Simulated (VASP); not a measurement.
# AlN (P6_3mc) in VASP: single point with PBE

Aim: the single point of AlN with PBE.

Program: VASP 6.6.1. These are calculated values, not measurements. Logs are shortened: lines on timing, memory, paths and dates and some standing lists are left out, and cuts for length are marked.

## 1. The cell of the first run

The structure is hexagonal, space group P6_3mc (No. 186). The conventional cell has a = 3.113 Å, b = 3.113 Å, c = 4.981 Å, α = 90.00°, β = 90.00°, γ = 120.00°. Within 2.5 Å of Al (site symmetry 3m) lie 4 N at 1.89 Å. N (site symmetry 3m) has 4 Al at 1.89 Å within 2.5 Å.

## 2. Single point, PBE

Input file INCAR:

```
PREC     = Accurate       # precision mode
ENCUT    = 600            # plane-wave cutoff, eV
EDIFF    = 1E-6           # SCF threshold, eV
ISMEAR   = 0              # smearing method
SIGMA    = 0.01           # smearing width, eV
LREAL    = False          # projectors in reciprocal space
LASPH    = True           # aspherical terms in the spheres
NELM     = 120            # most SCF steps
ALGO     = Normal         # electronic algorithm
ISIF     = 2              # what is computed and relaxed
LWAVE    = False          # write WAVECAR
LCHARG   = False          # write CHGCAR
GGA      = PE             # functional
NBANDS   = 16             # bands
GGA_COMPAT= False
```

Input file KPOINTS:

```
regular mesh
0
Gamma
  8 8 5
```

Input file POSCAR:

```
AlN
1.0
    3.1130000000      0.0000000000      0.0000000000
   -1.5565000000      2.6959370000      0.0000000000
    0.0000000000      0.0000000000      4.9810000000
Al N
2 2
Direct
    0.3333333333      0.6666666667      0.0000000000
    0.6666666667      0.3333333333      0.5000000000
    0.3333333333      0.6666666667      0.3800000000
    0.6666666667      0.3333333333      0.8800000000
```

Potentials or basis: VASP PAW PBE potentials, release 64 (Al, N).

Launch:

```console
> cat potpaw_PBE.64/Al/POTCAR potpaw_PBE.64/N/POTCAR > POTCAR
> mpirun -np 1 vasp_std > vasp.out
```

OUTCAR:

```text
PREC = Accurate
   ENCUT = 600
   EDIFF = 1E-6
   ISMEAR = 0
   LREAL = False
   LASPH = True
   NELM = 120
   ISIF = 2
   GGA = PE

 ion  position               nearest neighbor table
   1  0.333  0.667  0.000-   3 1.89   4 1.89   4 1.89   4 1.89   2 3.07   2 3.07   2 3.07   2 3.07
                             2 3.07   2 3.07
   2  0.667  0.333  0.500-   4 1.89   3 1.89   3 1.89   3 1.89   1 3.07   1 3.07   1 3.07   1 3.07
                             1 3.07   1 3.07
   3  0.333  0.667  0.380-   1 1.89   2 1.89   2 1.89   2 1.89
   4  0.667  0.333  0.880-   2 1.89   1 1.89   1 1.89   1 1.89

  LATTYP: Found a hexagonal cell.
 ALAT       =     3.1130000000
 C/A-ratio  =     1.6000642467

  Lattice vectors:

 A1 = (   3.1130000000,   0.0000000000,   0.0000000000)
 A2 = (  -1.5565000000,   2.6959370000,   0.0000000000)
 A3 = (   0.0000000000,   0.0000000000,   4.9810000000)

Analysis of symmetry for initial positions (statically):
=====================================================================
 Subroutine PRICEL returns:
 Original cell was already a primitive cell.

 Routine SETGRP: Setting up the symmetry group for a
 hexagonal supercell.

 Subroutine GETGRP returns: Found 12 space group operations
 (whereof  6 operations were pure point group operations)
 out of a pool of 24 trial point group operations.

The static configuration has the point symmetry C_3v.
 The point group associated with its full space group is C_6v.

Analysis of symmetry for dynamics (positions and initial velocities):
=====================================================================
 Subroutine PRICEL returns:
 Original cell was already a primitive cell.

 Routine SETGRP: Setting up the symmetry group for a
 hexagonal supercell.

 Subroutine GETGRP returns: Found 12 space group operations
 (whereof  6 operations were pure point group operations)
 out of a pool of 24 trial point group operations.

The dynamic configuration has the point symmetry C_3v.
 The point group associated with its full space group is C_6v.

 Subroutine INISYM returns: Found 12 space group operations
 (whereof  6 operations are pure point group operations),
 and found     1 'primitive' translations

----------------------------------------------------------------------------------------

                                     Primitive cell

  volume of cell :      41.8028

  direct lattice vectors                    reciprocal lattice vectors
     3.113000000  0.000000000  0.000000000     0.321233537  0.185464275  0.000000000
    -1.556500000  2.695937000  0.000000000     0.000000000  0.370928549  0.000000000
     0.000000000  0.000000000  4.981000000     0.000000000  0.000000000  0.200762899

  length of vectors
     3.113000000  3.112999929  4.981000000     0.370928541  0.370928549  0.200762899

  position of ions in fractional coordinates (direct lattice)
     0.333333333  0.666666667  0.000000000
     0.666666667  0.333333333  0.500000000
     0.333333333  0.666666667  0.380000000
     0.666666667  0.333333333  0.880000000

  ion indices of the primitive-cell ions
   primitive index   ion index
                 1           1
                 2           2
                 3           3
                 4           4

----------------------------------------------------------------------------------------

 KPOINTS: regular mesh

Automatic generation of k-mesh.
 Grid dimensions read from file:
 generate k-points for:    8    8    5

 Generating k-lattice:

  Cartesian coordinates                     Fractional coordinates (reciprocal lattice)
     0.040154192  0.023183034  0.000000000     0.125000000 -0.000000000  0.000000000
     0.000000000  0.046366069  0.000000000     0.000000000  0.125000000  0.000000000
     0.000000000  0.000000000  0.040152580     0.000000000  0.000000000  0.200000000

  Length of vectors
     0.046366068  0.046366069  0.040152580

  Shift w.r.t. Gamma in fractional coordinates (k-lattice)
     0.000000000  0.000000000  0.000000000

 Subroutine IBZKPT returns following result:
 ===========================================

 Found     30 irreducible k-points:

 Following reciprocal coordinates:
            Coordinates               Weight
  0.000000  0.000000  0.000000      1.000000
  0.125000 -0.000000  0.000000      6.000000
  0.250000 -0.000000  0.000000      6.000000
  0.375000  0.000000  0.000000      6.000000
  0.500000 -0.000000  0.000000      3.000000
  0.125000  0.125000  0.000000      6.000000
[... 16 lines left out ...]
  0.250000 -0.000000  0.400000     12.000000
  0.375000  0.000000  0.400000     12.000000
 [... further k-points ...]
   k-points           NKPTS =     30   k-points in BZ     NKDIM =     30   number of bands    NBANDS=     16
   number of dos      NEDOS =    301   number of ions     NIONS =      4
   total plane-waves  NPLWV =  31360
   dimension x,y,z NGX =    28 NGY =   28 NGZ =   40
   dimension x,y,z NGXF=    56 NGYF=   56 NGZF=   80
   ions per type =               2   2
   NGX,Y,Z   is equivalent  to a cutoff of  14.95, 14.95, 13.35 a.u.
   NGXF,Y,Z  is equivalent  to a cutoff of  29.91, 29.91, 26.70 a.u.
 SYSTEM =  unknown system
   PREC   = accura    normal or accurate (medium, high low for compatibility)
   ISTART =      0    job   : 0-new  1-cont  2-samecut
   ICHARG =      2    charge: 1-file 2-atom 10-const
   ISPIN  =      1    spin polarized calculation?
   LNONCOLLINEAR =      F non collinear calculations
   LSORBIT =      F    spin-orbit coupling
   LASPH  =      T    aspherical Exc in radial PAW
   ENCUT  =  600.0 eV  44.10 Ry    6.64 a.u.   6.22  6.22  9.95*2*pi/ulx,y,z
   NELM   =    120;   NELMIN=  2; NELMDL= -5     # of ELM steps
   EDIFF  = 0.1E-05   stopping-criterion for ELM
   LREAL  =      F    real-space projection
   EDIFFG = 0.1E-04   stopping-criterion for IOM
   NSW    =      0    number of steps for IOM
   IBRION =     -1    ionic relax: 0-MD 1-quasi-New 2-CG
   NFREE  =      0    steps in history (QN), initial steepest desc. (CG)
   ISIF   =      2    stress and relaxation
   ISYM   =      2    0-nonsym 1-usesym 2-fastsym
   POTIM  = 0.5000    time-step for ionic-motion
   TEBEG  =    0.0;   TEEND  =   0.0 temperature during run
   PSTRESS=    0.0 pullay stress
   NELECT =      16.0000    total number of electrons
   NUPDOWN=      -1.0000    fix difference up-down
   EMIN   =  10.00;   EMAX   =-10.00  energy-range for DOS
   EFERMI =   0.00;   METHOD = LEGACY
   ISMEAR =     0;   SIGMA  =   0.01  broadening in eV -4-tet -1-fermi 0-gaus
   EFERMI_NEDOS =   21; number of points for ismear=-14 and -15
   IALGO  =     38    algorithm
   IMIX   =      4    mixing-type and parameters
     AMIX     =   0.40;   BMIX     =  1.00
     AMIX_MAG =   1.60;   BMIX_MAG =  1.00
  volume/ion in A,a.u.               =      10.45        70.52
  Fermi-wavevector in a.u.,A,eV,Ry     =   1.188629  2.246183 19.222843  1.412839
  Thomas-Fermi vector in A             =   2.324754
   LORBIT       =      0    0 simple, 1 ext, 2 COOP (PROOUT), +10 PAW based schemes
   GGA     = PE    functional components
   LHFCALC =     F    Hartree Fock is set to
   AEXX    =    0.0000 exact exchange contribution
   IVDW    =     0    specifies the selected vdW correction
   LEPSILON=     F    determine dielectric tensor
   LRPA    =     F    only Hartree local field effects (RPA)
 non-spin polarized calculation
 Gauss-broadening in eV      SIGMA  =   0.01
  energy-cutoff  :      600.00
  volume of cell :       41.80
 maximum number of plane-waves:      1418
 NGX is ok and might be reduce to    28
   NGX = 13   NGY = 13   NGZ = 19

 number of electron      16.0000000 magnetization

 Free energy of the ion-electron system (eV)
  ---------------------------------------------------
  ext. energy  EPLUGINS =         0.00000000
  ---------------------------------------------------
  free energy    TOTEN  =       -29.77425413 eV

  energy without entropy =      -29.77425413  energy(sigma->0) =      -29.77425413

 E-fermi :   6.1663     XC(G=0): -10.9069

 val. band max:        6.1213069838   @ k =   0.0000   0.0000   0.0000
 cond. band min:      10.3450756543   @ k =   0.0000   0.0000   0.0000
 fundamental gap:      4.2237686705
 Fermi energy:         6.1663400581

 k-point     1 :       0.0000    0.0000    0.0000
  band No.  band energies     occupation
      1      -9.0382      2.00000
      2      -6.8899      2.00000
      3       0.1482      2.00000
      4       5.2896      2.00000
      5       5.2896      2.00000
      6       5.9417      2.00000
[... 8 lines left out ...]
     15      19.2857      0.00000
     16      19.2857      0.00000

 k-point     2 :       0.1250   -0.0000    0.0000
  band No.  band energies     occupation
      1      -8.8410      2.00000
      2      -6.7806      2.00000
      3       0.3835      2.00000
      4       4.4198      2.00000
      5       5.0466      2.00000
      6       5.1170      2.00000
[... 8 lines left out ...]
     15      18.9977      0.00000
     16      19.2161      0.00000

 k-point     3 :       0.2500   -0.0000    0.0000
  band No.  band energies     occupation
      1      -8.2911      2.00000
      2      -6.5232      2.00000
      3       1.0597      2.00000
      4       2.6975      2.00000
      5       3.6908      2.00000
      6       4.5816      2.00000
[... 8 lines left out ...]
     15      18.2588      0.00000
     16      19.4252      0.00000

 k-point     4 :       0.3750    0.0000    0.0000
  band No.  band energies     occupation
      1      -7.5478      2.00000
      2      -6.3389      2.00000
      3       1.2534      2.00000
      4       2.0488      2.00000
      5       2.4902      2.00000
      6       4.2025      2.00000
[... 8 lines left out ...]
     15      18.4221      0.00000
     16      20.9976      0.00000
[... 324 lines left out ...]
 k-point    22 :       0.1250   -0.0000    0.4000
  band No.  band energies     occupation
      1      -8.2699      2.00000
      2      -7.6596      2.00000
      3       2.0277      2.00000
      4       3.4434      2.00000
      5       4.8806      2.00000
      6       5.3064      2.00000
[... 8 lines left out ...]
     15      18.2050      0.00000
     16      18.3361      0.00000

 k-point    23 :       0.2500   -0.0000    0.4000
  band No.  band energies     occupation
      1      -7.7777      2.00000
      2      -7.2455      2.00000
      3       1.7885      2.00000
      4       2.4737      2.00000
      5       4.0481      2.00000
      6       4.9385      2.00000
[... 8 lines left out ...]
     15      18.6660      0.00000
     16      19.2213      0.00000

 k-point    24 :       0.3750    0.0000    0.4000
  band No.  band energies     occupation
      1      -7.1562      2.00000
      2      -6.7821      2.00000
      3       0.9044      2.00000
      4       1.3029      2.00000
      5       4.1111      2.00000
      6       4.6068      2.00000
[... 8 lines left out ...]
     15      18.7486      0.00000
     16      19.9396      0.00000

 [... further k-points ...]
[... 5 lines left out ...]
  --------------------------------------------------------------------------------------
  -------------------------------------------------------------------------------------
  Total        0.7286337      0.7286337      1.1601603      0.0000000      0.0000000     -0.0000000
  in kB       27.9263676     27.9263659     44.4655016      0.0000000      0.0000000     -0.0000000
  external PRESSURE =      33.4394117 kB  Pullay stress =       0.0000000 kB

 VOLUME and BASIS-vectors are now :
 -----------------------------------------------------------------------------
  energy-cutoff  :      600.00
  volume of cell :       41.80
      direct lattice vectors                 reciprocal lattice vectors
     3.113000000  0.000000000  0.000000000     0.321233537  0.185464275  0.000000000
    -1.556500000  2.695937000  0.000000000     0.000000000  0.370928549  0.000000000
     0.000000000  0.000000000  4.981000000     0.000000000  0.000000000  0.200762899

 POSITION                                       TOTAL-FORCE (eV/Angst)
 -----------------------------------------------------------------------------------
     -0.00000      1.79729      0.00000         0.000000     -0.000000     -0.129051
      1.55650      0.89865      2.49050        -0.000000      0.000000     -0.129051
     -0.00000      1.79729      1.89278        -0.000000     -0.000000      0.129051
      1.55650      0.89865      4.38328         0.000000      0.000000      0.129051
 -----------------------------------------------------------------------------------
    total drift:                               -0.000000      0.000000      0.000397

  FREE ENERGIE OF THE ION-ELECTRON SYSTEM (eV)
  ---------------------------------------------------
  free  energy   TOTEN  =       -29.7742541279 eV

  energy  without entropy=      -29.7742541279  energy(sigma->0) =      -29.77425413
```

Run time: 11 s. Hardware: 1 thread of Intel Xeon 6975P-C (Granite Rapids), shared host; peak memory 0.17 GiB.

What came out:

| Item | Value |
| --- | --- |
| Free energy | -29.7743 eV |
| Pressure | 3.3 GPa |
| Largest force | 0.129 eV/Å |
| Band gap on the k mesh | 4.22 eV |

Forces in eV/Å, atoms in the order of the input:
```
Al   0.000  0.000 -0.129
Al   0.000  0.000 -0.129
N    0.000  0.000  0.129
N    0.000  0.000  0.129
```

Stress tensor (GPa, compression positive):
```
2.79 0.00 0.00
0.00 2.79 0.00
0.00 0.00 4.45
```

Caveat: the cell stands under pressure. Expect the measured gap to be larger: semilocal functionals such as PBE lack the derivative discontinuity.
